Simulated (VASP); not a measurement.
A run of VASP 6.6.1 is set up as follows.

File INCAR:

```
SYSTEM = MgO
  ALGO = Normal
  EDIFF = 1E-6
  ENCUT = 600
  GGA = CA
  GGA_COMPAT = .FALSE.
  ISIF = 2
  ISMEAR = 0
  LASPH = .TRUE.
  LCHARG = .TRUE.
  LELF = .TRUE.
  LREAL = .FALSE.
  LVHAR = .TRUE.
  LWAVE = .FALSE.
  NBANDS = 11
  NELM = 120
  PREC = Accurate
  SIGMA = 0.1
```

KPOINTS

```
k-points
0
G
  8 8 8
  0 0 0
```

POSCAR

```
MgO
1.0
    0.0000000000      2.0815711844      2.0815711844
    2.0815711844      0.0000000000      2.0815711844
    2.0815711844      2.0815711844      0.0000000000
Mg O
1 1
Direct
    0.0000000000      0.0000000000      0.0000000000
    0.5000000000      0.5000000000      0.5000000000
```

Potentials or basis: VASP PAW LDA potentials, release 64 (Mg, O).

Run with:

```bash
$ cat potpaw_LDA.64/Mg/POTCAR potpaw_LDA.64/O/POTCAR > POTCAR
$ mpirun -np 1 vasp_std > vasp.out
```

(1) Estimate the band gap on the k mesh.

(2) Estimate the pressure.

Results:

(1) 5.01 eV, direct.

(2) -2.4 GPa.

**The experiment to reproduce.**

From “Electronic structure of alkaline earth and post-transition metal oxides”, 2009, arxiv:0908.1581, for a bulk crystal of MgO: band gap 7.83 eV.

A measured gap of MgO is 7.83 eV (quoted in “Electronic structure of alkaline earth and post-transition metal oxides”, 2009, arxiv:0908.1581); the calculated 5.01 eV misses it by -2.82 eV. The value is that of LDA, without temperature or zero-point motion. Semilocal functionals fall short of measured gaps as a rule.
